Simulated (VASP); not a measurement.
# BC7 (P3m1) in VASP: notebook

BC7 is run at these levels: LDA; tasks: single point.

Everything below comes from runs of VASP 6.6.1. Logs are shortened: lines on timing, memory, paths and dates and some standing lists are left out, and cuts for length are marked.

## Step 1: The cell of the first run

Symmetry: P3m1, No. 156, trigonal system. Conventional cell: a = 2.536 Å, b = 2.536 Å, c = 8.522 Å, α = 90.00°, β = 90.00°, γ = 120.00°. B (site symmetry 3m) has 4 C at 1.61 to 1.63 Å within 2.1 Å. Within 2.1 Å of C (site symmetry 3m) lie 3 C at 1.55 Å and 1 B at 1.61 Å. Within 2.1 Å of C (site symmetry 3m) lie 4 C at 1.56 to 1.57 Å. C (site symmetry 3m) has 4 C at 1.55 to 1.57 Å within 2.1 Å. Within 2.1 Å of C (site symmetry 3m) lie 4 C at 1.55 Å. C (site symmetry 3m) has 4 C at 1.55 Å within 2.1 Å. C (site symmetry 3m) has 4 C at 1.50 to 1.56 Å within 2.0 Å. C (site symmetry 3m) has 1 C at 1.50 Å and 3 B at 1.63 Å within 2.0 Å.

## Step 2: Single point, LDA

INCAR reads:

```
SYSTEM = BC7
ALGO = Normal
EDIFF = 1E-7
ENCUT = 520
GGA = CA
ISIF = 2
ISMEAR = 1
LASPH = .TRUE.
LCHARG = .FALSE.
LREAL = .FALSE.
LWAVE = .FALSE.
NBANDS = 26
NELM = 60
PREC = Accurate
SIGMA = 0.05
```

KPOINTS reads:

```
k-points
0
G
  10 10 3
  0 0 0
```

POSCAR reads:

```
BC7
1.0
    2.5358173000      0.0000000000      0.0000000000
   -1.2679086500      2.1960822000      0.0000000000
    0.0000000000      0.0000000000      8.5222680000
B C
1 7
Direct
    0.0000000000      0.0000000000      0.3228680000
    0.0000000000      0.0000000000      0.5121780000
    0.3333333333      0.6666666667      0.0000190000
    0.3333333333      0.6666666667      0.8162840000
    0.6666666667      0.3333333333      0.7549550000
    0.6666666667      0.3333333333      0.5735260000
    0.6666666667      0.3333333333      0.0635450000
    0.6666666667      0.3333333333      0.2390940000
```

Potentials or basis: VASP PAW LDA potentials, release 64 (B, C).

Run with:

```sh
$ cat potpaw_LDA.64/B/POTCAR potpaw_LDA.64/C/POTCAR > POTCAR
$ mpirun -np 1 vasp_std > vasp.out
```

OUTCAR:

```text
SYSTEM = BC7
   EDIFF = 1E-7
   ENCUT = 520
   GGA = CA
   ISIF = 2
   ISMEAR = 1
   LASPH = .TRUE.
   LREAL = .FALSE.
   NELM = 60
   PREC = Accurate

 ion  position               nearest neighbor table
   1  0.000  0.000  0.323-   2 1.61   8 1.63   8 1.63   8 1.63
   2  0.000  0.000  0.512-   6 1.55   6 1.55   6 1.55   1 1.61
   3  0.333  0.667  0.000-   7 1.56   7 1.56   7 1.56   4 1.57
   4  0.333  0.667  0.816-   5 1.55   5 1.55   5 1.55   3 1.57
   5  0.667  0.333  0.755-   6 1.55   4 1.55   4 1.55   4 1.55
   6  0.667  0.333  0.574-   5 1.55   2 1.55   2 1.55   2 1.55
   7  0.667  0.333  0.064-   8 1.50   3 1.56   3 1.56   3 1.56
   8  0.667  0.333  0.239-   7 1.50   1 1.63   1 1.63   1 1.63

  LATTYP: Found a hexagonal cell.
 ALAT       =     2.5358173000
 C/A-ratio  =     3.3607578906

  Lattice vectors:

 A1 = (   2.5358173000,   0.0000000000,   0.0000000000)
 A2 = (  -1.2679086500,   2.1960822000,   0.0000000000)
 A3 = (   0.0000000000,   0.0000000000,   8.5222680000)

Analysis of symmetry for initial positions (statically):
=====================================================================
 Subroutine PRICEL returns:
 Original cell was already a primitive cell.

 Routine SETGRP: Setting up the symmetry group for a
 hexagonal supercell.

 Subroutine GETGRP returns: Found  6 space group operations
 (whereof  6 operations were pure point group operations)
 out of a pool of 24 trial point group operations.

The static configuration has the point symmetry C_3v.

Analysis of symmetry for dynamics (positions and initial velocities):
=====================================================================
 Subroutine PRICEL returns:
 Original cell was already a primitive cell.

 Routine SETGRP: Setting up the symmetry group for a
 hexagonal supercell.

 Subroutine GETGRP returns: Found  6 space group operations
 (whereof  6 operations were pure point group operations)
 out of a pool of 24 trial point group operations.

The dynamic configuration has the point symmetry C_3v.

 Subroutine INISYM returns: Found  6 space group operations
 (whereof  6 operations are pure point group operations),
 and found     1 'primitive' translations

----------------------------------------------------------------------------------------

                                     Primitive cell

  volume of cell :      47.4593

  direct lattice vectors                    reciprocal lattice vectors
     2.535817300  0.000000000  0.000000000     0.394350177  0.227678181  0.000000000
    -1.267908650  2.196082200  0.000000000     0.000000000  0.455356361  0.000000000
     0.000000000  0.000000000  8.522268000     0.000000000  0.000000000  0.117339657

  length of vectors
     2.535817300  2.535817299  8.522268000     0.455356361  0.455356361  0.117339657

  position of ions in fractional coordinates (direct lattice)
     0.000000000  0.000000000  0.322868000
     0.000000000  0.000000000  0.512178000
     0.333333333  0.666666667  0.000019000
     0.333333333  0.666666667  0.816284000
     0.666666667  0.333333333  0.754955000
     0.666666667  0.333333333  0.573526000
     0.666666667  0.333333333  0.063545000
     0.666666667  0.333333333  0.239094000

  ion indices of the primitive-cell ions
   primitive index   ion index
                 1           1
                 2           2
                 3           3
                 4           4
                 5           5
                 6           6
                 7           7
                 8           8

----------------------------------------------------------------------------------------

 KPOINTS: k-points

Automatic generation of k-mesh.
 Grid dimensions read from file:
 generate k-points for:   10   10    3

 Generating k-lattice:

  Cartesian coordinates                     Fractional coordinates (reciprocal lattice)
     0.039435018  0.022767818  0.000000000     0.100000000  0.000000000  0.000000000
     0.000000000  0.045535636  0.000000000     0.000000000  0.100000000  0.000000000
     0.000000000  0.000000000  0.039113219     0.000000000  0.000000000  0.333333333

  Length of vectors
     0.045535636  0.045535636  0.039113219

  Shift w.r.t. Gamma in fractional coordinates (k-lattice)
     0.000000000  0.000000000  0.000000000

 Subroutine IBZKPT returns following result:
 ===========================================

 Found     36 irreducible k-points:

 Following reciprocal coordinates:
            Coordinates               Weight
  0.000000  0.000000  0.000000      1.000000
  0.100000  0.000000  0.000000      6.000000
  0.200000  0.000000  0.000000      6.000000
  0.300000  0.000000  0.000000      6.000000
  0.400000  0.000000  0.000000      6.000000
  0.500000  0.000000  0.000000      3.000000
[... 16 lines left out ...]
  0.000000  0.400000  0.333333      6.000000
  0.500000  0.000000  0.333333      6.000000
 [... further k-points ...]
   k-points           NKPTS =     36   k-points in BZ     NKDIM =     36   number of bands    NBANDS=     26
   number of dos      NEDOS =    301   number of ions     NIONS =      8
   total plane-waves  NPLWV =  25600
   dimension x,y,z NGX =    20 NGY =   20 NGZ =   64
   dimension x,y,z NGXF=    40 NGYF=   40 NGZF=  128
   ions per type =               1   7
   NGX,Y,Z   is equivalent  to a cutoff of  13.11, 13.11, 12.48 a.u.
   NGXF,Y,Z  is equivalent  to a cutoff of  26.22, 26.22, 24.97 a.u.
 SYSTEM =  BC7
   PREC   = accura    normal or accurate (medium, high low for compatibility)
   ISTART =      0    job   : 0-new  1-cont  2-samecut
   ICHARG =      2    charge: 1-file 2-atom 10-const
   ISPIN  =      1    spin polarized calculation?
   LNONCOLLINEAR =      F non collinear calculations
   LSORBIT =      F    spin-orbit coupling
   LASPH  =      T    aspherical Exc in radial PAW
   ENCUT  =  520.0 eV  38.22 Ry    6.18 a.u.   4.71  4.71 15.85*2*pi/ulx,y,z
   NELM   =     60;   NELMIN=  2; NELMDL= -5     # of ELM steps
   EDIFF  = 0.1E-06   stopping-criterion for ELM
   LREAL  =      F    real-space projection
   EDIFFG = 0.1E-05   stopping-criterion for IOM
   NSW    =      0    number of steps for IOM
   IBRION =     -1    ionic relax: 0-MD 1-quasi-New 2-CG
   NFREE  =      0    steps in history (QN), initial steepest desc. (CG)
   ISIF   =      2    stress and relaxation
   ISYM   =      2    0-nonsym 1-usesym 2-fastsym
   POTIM  = 0.5000    time-step for ionic-motion
   TEBEG  =    0.0;   TEEND  =   0.0 temperature during run
   PSTRESS=    0.0 pullay stress
   NELECT =      31.0000    total number of electrons
   NUPDOWN=      -1.0000    fix difference up-down
   EMIN   =  10.00;   EMAX   =-10.00  energy-range for DOS
   EFERMI =   0.00;   METHOD = LEGACY
   ISMEAR =     1;   SIGMA  =   0.05  broadening in eV -4-tet -1-fermi 0-gaus
   EFERMI_NEDOS =   21; number of points for ismear=-14 and -15
   IALGO  =     38    algorithm
   IMIX   =      4    mixing-type and parameters
     AMIX     =   0.40;   BMIX     =  1.00
     AMIX_MAG =   1.60;   BMIX_MAG =  1.00
  volume/ion in A,a.u.               =       5.93        40.03
  Fermi-wavevector in a.u.,A,eV,Ry     =   1.420435  2.684234 27.451614  2.017637
  Thomas-Fermi vector in A             =   2.541351
   LORBIT       =      0    0 simple, 1 ext, 2 COOP (PROOUT), +10 PAW based schemes
   GGA     = CA    functional components
   LHFCALC =     F    Hartree Fock is set to
   AEXX    =    0.0000 exact exchange contribution
   IVDW    =     0    specifies the selected vdW correction
   LEPSILON=     F    determine dielectric tensor
   LRPA    =     F    only Hartree local field effects (RPA)
 non-spin polarized calculation
 Methfessel and Paxton  Order N= 1 SIGMA  =   0.05
  energy-cutoff  :      520.00
  volume of cell :       47.46
 maximum number of plane-waves:      1303
 NGX is ok and might be reduce to    20
   NGX =  9   NGY =  9   NGZ = 31

 number of electron      31.0000002 magnetization

 Free energy of the ion-electron system (eV)
  ---------------------------------------------------
  ext. energy  EPLUGINS =         0.00000000
  ---------------------------------------------------
  free energy    TOTEN  =       -77.29484425 eV

  energy without entropy =      -77.29409554  energy(sigma->0) =      -77.29459468

 E-fermi :   8.2576     XC(G=0): -13.2061

 val. band max:        8.2559640138   @ k =   0.0000   0.0000   0.0000
 cond. band min:       8.2646994645   @ k =   0.2000   0.1000   0.3333
 fundamental gap:      0.0087354506
 Fermi energy:         8.2575671755

 k-point     1 :       0.0000    0.0000    0.0000
  band No.  band energies     occupation
      1     -11.9569      2.00000
      2     -10.4558      2.00000
      3      -9.0327      2.00000
      4      -5.6490      2.00000
      5      -3.6671      2.00000
      6       2.2215      2.00000
[... 18 lines left out ...]
     25      17.5174      0.00000
     26      18.9196      0.00000

 k-point     2 :       0.1000    0.0000    0.0000
  band No.  band energies     occupation
      1     -11.7153      2.00000
      2     -10.2176      2.00000
      3      -8.7973      2.00000
      4      -5.4327      2.00000
      5      -3.4436      2.00000
      6       2.3409      2.00000
[... 18 lines left out ...]
     25      18.1448      0.00000
     26      19.3462      0.00000

 k-point     3 :       0.2000    0.0000    0.0000
  band No.  band energies     occupation
      1     -10.9947      2.00000
      2      -9.5076      2.00000
      3      -8.0968      2.00000
      4      -4.7913      2.00000
      5      -2.7977      2.00000
      6       2.4195      2.00000
[... 572 lines left out ...]
 k-point    23 :       0.0000    0.4000    0.3333
  band No.  band energies     occupation
      1      -8.1817      2.00000
      2      -6.9872      2.00000
      3      -5.0613      2.00000
      4      -3.6068      2.00000
      5      -2.6405      2.00000
      6      -1.9726      2.00000
[... 18 lines left out ...]
     25      19.3458      0.00000
     26      20.7976      0.00000

 k-point    24 :       0.5000    0.0000    0.3333
  band No.  band energies     occupation
      1      -6.7751      2.00000
      2      -5.6888      2.00000
      3      -5.2442      2.00000
      4      -4.0850      2.00000
      5      -3.0150      2.00000
      6      -2.1929      2.00000
[... 18 lines left out ...]
     25      19.4480      0.00000
     26      20.5088      0.00000

 [... further k-points ...]

------------------------ aborting loop because EDIFF is reached ----------------------------------------

  FORCE on cell =-STRESS in cart. coord.  units (eV):
  Direction    XX          YY          ZZ          XY          YZ          ZX
  --------------------------------------------------------------------------------------
  -------------------------------------------------------------------------------------
  Total       -3.7337375     -3.7337375     -3.9038627      0.0000000      0.0000000      0.0000000
  in kB     -126.0470338   -126.0470336   -131.7902777      0.0000000      0.0000000      0.0000000
  external PRESSURE =    -127.9614484 kB  Pullay stress =       0.0000000 kB

 VOLUME and BASIS-vectors are now :
 -----------------------------------------------------------------------------
  energy-cutoff  :      520.00
  volume of cell :       47.46
      direct lattice vectors                 reciprocal lattice vectors
     2.535817300  0.000000000  0.000000000     0.394350177  0.227678181  0.000000000
    -1.267908650  2.196082200  0.000000000     0.000000000  0.455356361  0.000000000
     0.000000000  0.000000000  8.522268000     0.000000000  0.000000000  0.117339657

 POSITION                                       TOTAL-FORCE (eV/Angst)
 -----------------------------------------------------------------------------------
      0.00000      0.00000      2.75157        -0.000000     -0.000000     -0.033545
      0.00000      0.00000      4.36492        -0.000000     -0.000000      0.165292
     -0.00000      1.46405      0.00016        -0.000000      0.000000     -0.049508
     -0.00000      1.46405      6.95659        -0.000000     -0.000000     -0.002841
      1.26791      0.73203      6.43393         0.000000     -0.000000      0.061643
      1.26791      0.73203      4.88774         0.000000     -0.000000     -0.043958
      1.26791      0.73203      0.54155        -0.000000     -0.000000      0.079281
      1.26791      0.73203      2.03762         0.000000     -0.000000     -0.176365
 -----------------------------------------------------------------------------------
    total drift:                               -0.000000      0.000000      0.000066

  FREE ENERGIE OF THE ION-ELECTRON SYSTEM (eV)
  ---------------------------------------------------
  free  energy   TOTEN  =       -77.2948442454 eV

  energy  without entropy=      -77.2940955394  energy(sigma->0) =      -77.29459468
```

Run time: 60 s. Hardware: 1 thread of Intel Xeon 8259CL, shared host; peak memory 0.16 GiB.

What came out:

| Quantity | Value |
| --- | --- |
| Free energy | -77.2948 eV |
| Pressure | -12.8 GPa |
| Largest force | 0.176 eV/Å |
| Band gap on the k mesh | zero (an odd number of electrons rules out a gap without spin polarisation) |

Forces in eV/Å, atoms in the order of the input:
```
B    0.000  0.000 -0.034
C    0.000  0.000  0.165
C    0.000  0.000 -0.050
C    0.000  0.000 -0.003
C    0.000  0.000  0.062
C    0.000  0.000 -0.044
C    0.000  0.000  0.079
C    0.000  0.000 -0.176
```

Stress tensor (GPa, compression positive):
```
-12.60   0.00   0.00
  0.00 -12.60   0.00
  0.00   0.00 -13.18
```

Levels at points of the mesh, in eV from the Fermi level:
```
           k point  band 13  band 14  band 15  band 16  band 17  band 18  band 19  band 20
(0.00, 0.00, 0.00)     0.00     0.48     2.46     2.46     6.23     6.23     6.64     8.13
(0.50, 0.00, 0.00)    -3.88    -3.01    -2.15    -0.45     5.36     6.01     6.75     7.55
```

Caveat: the cell stands under tension.

(Part 1 of 2 ends here.)
